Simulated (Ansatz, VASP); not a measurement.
**LiSi2N2: VASP beside Ansatz**

```
Li Si N
1.0
     1.44742   -2.50701    0.00000
    -4.34227   -2.50701    0.00000
     0.00000    0.00000   -9.45939
Li Si N
2 4 4
Direct
  0.50000 0.50000 0.00000
  0.00000 0.00000 0.00000
  0.50000 0.83333 0.75481
  0.00000 0.33333 0.75481
  0.00000 0.66667 0.24519
  0.50000 0.16667 0.24519
  0.50000 0.83333 0.30960
  0.00000 0.33333 0.30960
  0.00000 0.66667 0.69040
  0.50000 0.16667 0.69040
```

Alike in both runs: task single point; functional PBE; k mesh 8 × 4 × 4; occupations gaussian, width 0.2 eV; no spin polarisation.

|  | VASP | Ansatz |
| --- | --- | --- |
| version | VASP 6.6.1 | Ansatz 0.2.0 |
| potentials or method | VASP PAW PBE potentials, release 64 (Li_sv, Si, N), cutoff 520 eV | scalar-relativistic, plane waves, PAW |
| valence electrons in the cell | 42 | 42 |

VASP gave:

```
gap on the k mesh at the Fermi level (eV) : none
rms of the force components (eV/Å)        : 0.016
```

Problem. Estimate Ansatz's values.

Solution. gap on the k mesh at the Fermi level (eV): none; rms of the force components (eV/Å): 0.011.

Atom by atom the forces differ by 0.010 eV/Å (rms over components). A gap of «none» marks a metal or a gap that the smearing closes.

Noted on VASP's run: the cutoff is short for stress, so the pressure is rough.
